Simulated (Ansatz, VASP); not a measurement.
## TiCo3 in VASP and in Ansatz

```xyz
8
Lattice="5.0390 0.0000 0.0000 -2.5195 4.3639 0.0000 0.0000 0.0000 4.2385" Properties=species:S:1:pos:R:3 pbc="T T T"
Ti    0.0000    2.9092    1.0596
Ti    2.5195    1.4546    3.1789
Co    3.8173    0.7053    1.0596
Co    2.5195    2.9532    1.0596
Co    1.2217    0.7053    1.0596
Co   -1.2978    3.6586    3.1789
Co    0.0000    1.4106    3.1789
Co    1.2978    3.6586    3.1789
```

Alike in both runs: task single point; functional r2SCAN; k mesh 6 × 6 × 4; occupations gaussian, width 0.1 eV; collinear spin.

|  | VASP | Ansatz |
| --- | --- | --- |
| version | VASP 6.6.1 | Ansatz 0.2.0 |
| potentials or method | VASP PAW PBE potentials, release 64 (Ti_sv, Co), cutoff 660 eV | scalar-relativistic, plane waves, PAW |
| valence electrons in the cell | 78 | 126 |

Ansatz gave:

```
gap on the k mesh at the Fermi level (eV)                     : none
pressure (GPa)                                                : -0.7
traceless stress, the component that is largest in VASP (GPa) : -0.86
rms of the force components (eV/Å)                            : 0.007
net moment per atom (μB)                                      : 0.77
size of the moment on the site where the two differ most (μB) : 0.62
```

Problem. Estimate VASP's values.

Solution. gap on the k mesh at the Fermi level (eV): none; pressure (GPa): -0.5; traceless stress, the component that is largest in VASP (GPa): -0.87; rms of the force components (eV/Å): 0.008; net moment per atom (μB): 0.77; size of the moment on the site where the two differ most (μB): 0.68.

VASP's potentials were made for PBE, not for r2SCAN. Site moments also hang on the region over which each program counts them. Atom by atom the forces differ by 0.001 eV/Å (rms over components). A gap of «none» marks a metal or a gap that the smearing closes. The functional is the same, so the differences come from potentials, cutoffs and numerics. VASP's potentials hold 78 valence electrons a cell and Ansatz's 126, so a difference there can come from the potentials and not from the codes. Ansatz's warnings: stability check not made.

The k mesh is coarse, so the values compare programs but aren't converged.
